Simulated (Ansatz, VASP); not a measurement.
ZnSe in VASP and in Ansatz

```xyz
4
Lattice="4.1606 0.0000 0.0000 0.0000 4.1606 0.0000 0.0000 0.0000 5.4911" Properties=species:S:1:pos:R:3 pbc="T T T"
Zn    0.0000    0.0000    0.0000
Zn    2.0803    2.0803    0.0000
Se    0.0000    2.0803    1.5357
Se    2.0803    0.0000    3.9554
```

Alike in both runs: task single point; functional LDA; k mesh 8 × 8 × 6; occupations gaussian, width 0.05 eV; no spin polarisation.

|  | VASP | Ansatz |
| --- | --- | --- |
| version | VASP 6.6.1 | Ansatz 0.2.0 |
| potentials or method | VASP PAW LDA potentials, release 64 (Zn, Se), cutoff 520 eV | scalar-relativistic, plane waves, PAW |
| valence electrons in the cell | 36 | 56 |

|  | VASP | Ansatz | Ansatz less VASP |
| --- | --- | --- | --- |
| gap on the k mesh at the Fermi level (eV) | 1.33 | 1.31 | -0.016 |
| least direct gap on the mesh (eV) | 1.33 | 1.31 | -0.016 |
| pressure (GPa) | -6.9 | -7.1 | -0.24 |
| traceless stress, the component that is largest in VASP (GPa) | 0.27 | 0.28 | +0.012 |
| rms of the force components (eV/Å) | 0.436 | 0.453 | +0.0171 |

LDA's correlation is that of Perdew and Zunger in VASP and of Perdew and Wang (1992) in Ansatz. Atom by atom the forces differ by 0.017 eV/Å (rms over components). VASP's potentials hold 36 valence electrons a cell and Ansatz's 56, so a difference there can come from the potentials and not from the codes.
